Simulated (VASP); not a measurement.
# Sr (Im-3m) in VASP: notebook

Sr is run at these levels: r2SCAN+D3(BJ); tasks: single point.

All numbers are computed with VASP 6.6.1; they aren't measurements. Logs are shortened: lines on timing, memory, paths and dates and some standing lists are left out, and cuts for length are marked.

**1. The cell of the first run**

Symmetry: Im-3m, No. 229, cubic system. Conventional cell: a = 4.771 Å, b = 4.771 Å, c = 4.771 Å, α = 90.00°, β = 90.00°, γ = 90.00°. Sr (site symmetry m-3m) has 14 Sr at 4.13 to 4.77 Å within 5.4 Å.

This isn't the form of Sr at room conditions, which is fcc.

**2. Single point, r2SCAN+D3(BJ), non-collinear spin, zero start, spin-orbit coupling**

POSCAR

```
Sr
1.0
   -2.3852921747      2.3852921747      2.3852921747
    2.3852921747     -2.3852921747      2.3852921747
    2.3852921747      2.3852921747     -2.3852921747
Sr
1
Direct
    0.0000000000      0.0000000000      0.0000000000
```

INCAR.step1

```
  PREC = Accurate
  ENCUT = 520
  ISMEAR = -1
  SIGMA = 0.025
  LREAL = F
  LASPH = T
  NELM = 150
  MAGMOM = 0 0 0
  LSORBIT = T
  GGA_COMPAT = F
  NBANDS = 21
  GGA = PE
  ALGO = Normal
  EDIFF = 1E-4
  LWAVE = T
  LCHARG = F
```

INCAR.step2

```
  PREC = Accurate
  ENCUT = 520
  EDIFF = 1E-7
  ISMEAR = -1
  SIGMA = 0.025
  LREAL = F
  LASPH = T
  NELM = 150
  ALGO = Normal
  ISIF = 2
  LWAVE = F
  LCHARG = F
  MAGMOM = 0 0 0
  LORBIT = 11
  LSORBIT = T
  GGA_COMPAT = F
  LORBMOM = T
  METAGGA = R2SCAN
  LMIXTAU = T
  IVDW = 12
  VDW_S6 = 1.0
  VDW_S8 = 0.78981345
  VDW_A1 = 0.49484001
  VDW_A2 = 5.73083694
  NBANDS = 21
  ISTART = 1
```

KPOINTS

```
Automatic mesh
0
Gamma
  8 8 8
```

Potentials or basis: VASP PAW PBE potentials, release 64 (Sr_sv).

Launch:

```
cat potpaw_PBE.64/Sr_sv/POTCAR > POTCAR
cp INCAR.step1 INCAR
mpirun -np 1 vasp_ncl > vasp.out
cp INCAR.step2 INCAR
mpirun -np 1 vasp_ncl > vasp.out
```

OUTCAR:

```text
PREC = Accurate
   ENCUT = 520
   EDIFF = 1E-7
   ISMEAR = -1
   LREAL = F
   LASPH = T
   NELM = 150
   ISIF = 2
   LORBIT = 11
   LSORBIT = T
   METAGGA = R2SCAN
   IVDW = 12
   ISTART = 1
 IVDW          = 12

 ion  position               nearest neighbor table
   1  0.000  0.000  0.000-

  LATTYP: Found a body centered cubic cell.
 ALAT       =     4.7705843494

  Lattice vectors:

 A1 = (  -2.3852921747,   2.3852921747,   2.3852921747)
 A2 = (   2.3852921747,  -2.3852921747,   2.3852921747)
 A3 = (   2.3852921747,   2.3852921747,  -2.3852921747)

Analysis of symmetry for initial positions (statically):
=====================================================================
 Subroutine PRICEL returns:
 Original cell was already a primitive cell.

 Routine SETGRP: Setting up the symmetry group for a
 body centered cubic supercell.

 Subroutine GETGRP returns: Found 48 space group operations
 (whereof 48 operations were pure point group operations)
 out of a pool of 48 trial point group operations.

The static configuration has the point symmetry O_h .

Analysis of symmetry for dynamics (positions and initial velocities):
=====================================================================
 Subroutine PRICEL returns:
 Original cell was already a primitive cell.

 Routine SETGRP: Setting up the symmetry group for a
 body centered cubic supercell.

 Subroutine GETGRP returns: Found 48 space group operations
 (whereof 48 operations were pure point group operations)
 out of a pool of 48 trial point group operations.

The dynamic configuration has the point symmetry O_h .

Analysis of structural, dynamic, and magnetic symmetry:
=====================================================================
 Subroutine PRICEL returns:
 Original cell was already a primitive cell.

 Routine SETGRP: Setting up the symmetry group for a
 body centered cubic supercell.

 Subroutine GETGRP returns: Found 48 space group operations
 (whereof 48 operations were pure point group operations)
 out of a pool of 48 trial point group operations.

The overall configuration has the point symmetry O_h .

 Subroutine INISYM returns: Found 48 space group operations
 (whereof 48 operations are pure point group operations),
 and found     1 'primitive' translations

[... 148 lines left out ...]
  band No.  band energies     occupation
      1     -36.3235      1.00000
      2     -36.3235      1.00000
      3     -18.3508      1.00000
      4     -18.3508      1.00000
      5     -17.2155      1.00000
      6     -17.2155      1.00000
[... 565 lines left out ...]
     20       6.4488      0.00000
     21       9.0252      0.00000

 [... further k-points ...]

------------------------ aborting loop because EDIFF is reached ----------------------------------------

 Edisp (eV)   -0.09329

 E8    (eV) :    -0.0421

  FORCE on cell =-STRESS in cart. coord.  units (eV):
  Direction    XX          YY          ZZ          XY          YZ          ZX
  --------------------------------------------------------------------------------------
  -------------------------------------------------------------------------------------
  Total      -0.00529    -0.00529    -0.00529     0.00000     0.00000    -0.00000
  in kB      -0.15624    -0.15624    -0.15624     0.00000     0.00000    -0.00000
  external pressure =       -0.16 kB  Pullay stress =        0.00 kB

 VOLUME and BASIS-vectors are now :
 -----------------------------------------------------------------------------
  energy-cutoff  :      520.00
  volume of cell :       54.29
      direct lattice vectors                 reciprocal lattice vectors
    -2.385292175  2.385292175  2.385292175     0.000000000  0.209617927  0.209617927
     2.385292175 -2.385292175  2.385292175     0.209617927  0.000000000  0.209617927
     2.385292175  2.385292175 -2.385292175     0.209617927  0.209617927  0.000000000

 POSITION                                       TOTAL-FORCE (eV/Angst)
 -----------------------------------------------------------------------------------
      0.00000      0.00000      0.00000         0.000000      0.000000     -0.000000
 -----------------------------------------------------------------------------------
    total drift:                               -0.000000     -0.000000      0.000000

  FREE ENERGIE OF THE ION-ELECTRON SYSTEM (eV)
  ---------------------------------------------------
  free  energy   TOTEN  =       -15.2643882773 eV

  energy  without entropy=      -15.2623261465  energy(sigma->0) =      -15.26335721

 orbital moment (x)

 # of ion     p       d       tot
 ----------------------------------------
  1         0.000  -0.000  -0.000
 ----------------------------------------
            0.000  -0.000  -0.000

 orbital moment (y)

 # of ion     p       d       tot
 ----------------------------------------
  1         0.000  -0.000  -0.000
 ----------------------------------------
            0.000  -0.000  -0.000

 orbital moment (z)

 # of ion     p       d       tot
 ----------------------------------------
  1         0.000  -0.000  -0.000
 ----------------------------------------
            0.000  -0.000  -0.000

 Spin-Orbit-Coupling matrix elements

 Ion:    1  E_soc:     -0.1645520
 l=   1
     0.0000000    -0.0274293    -0.0274293
    -0.0274293     0.0000000    -0.0274293
    -0.0274293    -0.0274293     0.0000000
 l=   2
     0.0000000     0.0000053     0.0000000     0.0000053    -0.0000014
     0.0000053     0.0000000    -0.0000010     0.0000053    -0.0000003
     0.0000000    -0.0000010     0.0000000    -0.0000010     0.0000000
     0.0000053     0.0000053    -0.0000010     0.0000000    -0.0000003
    -0.0000014    -0.0000003     0.0000000    -0.0000003     0.0000000
 l=   3
     0.0000000     0.0000000     0.0000000     0.0000000     0.0000000     0.0000000     0.0000000
     0.0000000     0.0000000     0.0000000     0.0000000     0.0000000     0.0000000     0.0000000
     0.0000000     0.0000000     0.0000000     0.0000000     0.0000000     0.0000000     0.0000000
     0.0000000     0.0000000     0.0000000     0.0000000     0.0000000     0.0000000     0.0000000
     0.0000000     0.0000000     0.0000000     0.0000000     0.0000000     0.0000000     0.0000000
     0.0000000     0.0000000     0.0000000     0.0000000     0.0000000     0.0000000     0.0000000
     0.0000000     0.0000000     0.0000000     0.0000000     0.0000000     0.0000000     0.0000000

 total charge

# of ion       s       p       d       tot
------------------------------------------
    1        2.055   5.827   0.132   8.014

 magnetization (x)

# of ion       s       p       d       tot
------------------------------------------
    1       -0.000  -0.000  -0.000  -0.000

 magnetization (y)

# of ion       s       p       d       tot
------------------------------------------
    1       -0.000   0.000   0.000  -0.000

 magnetization (z)

# of ion       s       p       d       tot
------------------------------------------
    1       -0.000   0.000   0.000  -0.000
```

OUTCAR.step1:

```text
PREC = Accurate
   ENCUT = 520
   ISMEAR = -1
   LREAL = F
   LASPH = T
   NELM = 150
   LSORBIT = T
   GGA = PE
   EDIFF = 1E-4
[... 833 lines left out ...]
     0.0000000     0.0000000     0.0000000     0.0000000     0.0000000     0.0000000     0.0000000
     0.0000000     0.0000000     0.0000000     0.0000000     0.0000000     0.0000000     0.0000000
     0.0000000     0.0000000     0.0000000     0.0000000     0.0000000     0.0000000     0.0000000
     0.0000000     0.0000000     0.0000000     0.0000000     0.0000000     0.0000000     0.0000000
     0.0000000     0.0000000     0.0000000     0.0000000     0.0000000     0.0000000     0.0000000

=======================================================================

 ========================================================
```

It took 6.4 min on 1 thread of AMD EPYC 7R13 (Zen 3), shared host; peak memory 0.36 GiB.

Results:

```
Free energy                                           : -15.2644 eV
Pressure                                              : 0.0 GPa
Net moment                                            : 0.00 μB per cell
Valence electrons inside the program's atomic spheres : Sr 8.01
Dispersion energy per atom                            : -0.093 eV
```

Moments on the atoms (μB; x, y, z):
```
Sr  0.00 0.00 0.00
```

Caveat: three body term missing; the PAW data sets were made with another functional, which shifts forces and pressure a little.

**3. Single point, r2SCAN+D3(BJ), non-collinear spin, zero start, spin-orbit coupling**

This run uses another cell than the first one, of 55.44 Å³/atom.

POSCAR

```
Sr
1.0
   -2.4020905604      2.4020905604      2.4020905604
    2.4020905604     -2.4020905604      2.4020905604
    2.4020905604      2.4020905604     -2.4020905604
Sr
1
Direct
    0.0000000000      0.0000000000      0.0000000000
```

INCAR.step1

```
ALGO = Normal
EDIFF = 1E-4
ENCUT = 520
GGA = PE
GGA_COMPAT = False
ISMEAR = -1
LASPH = True
LCHARG = False
LREAL = False
LSORBIT = True
LWAVE = True
MAGMOM = 0 0 0
NBANDS = 21
NELM = 150
PREC = Accurate
SIGMA = 0.025
```

INCAR.step2

```
ALGO = Normal
EDIFF = 1E-7
ENCUT = 520
GGA_COMPAT = False
ISIF = 2
ISMEAR = -1
ISTART = 1
IVDW = 12
LASPH = True
LCHARG = False
LMIXTAU = True
LORBIT = 11
LORBMOM = True
LREAL = False
LSORBIT = True
LWAVE = False
MAGMOM = 0 0 0
METAGGA = R2SCAN
NBANDS = 21
NELM = 150
PREC = Accurate
SIGMA = 0.025
VDW_A1 = 0.49484001
VDW_A2 = 5.73083694
VDW_S6 = 1.0
VDW_S8 = 0.78981345
```

KPOINTS

```
k-points
0
Gamma
  8 8 8
```

Potentials or basis: VASP PAW PBE potentials, release 64 (Sr_sv).

Launch:

```
cat potpaw_PBE.64/Sr_sv/POTCAR > POTCAR
cp INCAR.step1 INCAR
mpirun -np 1 vasp_ncl > vasp.out
cp INCAR.step2 INCAR
mpirun -np 1 vasp_ncl > vasp.out
```

Wall time 6.6 min (1 thread of AMD EPYC 7R13 (Zen 3), shared host); peak memory 0.36 GiB.

It converged, with:

```
Free energy                                           : -15.2634 eV
Pressure                                              : -0.3 GPa
Net moment                                            : 0.00 μB per cell
Valence electrons inside the program's atomic spheres : Sr 8.01
Dispersion energy per atom                            : -0.091 eV
```

Moments on the atoms (μB; x, y, z):
```
Sr  0.00 0.00 0.00
```

Caveat: three body term missing; the PAW data sets were made with another functional, which shifts forces and pressure a little.
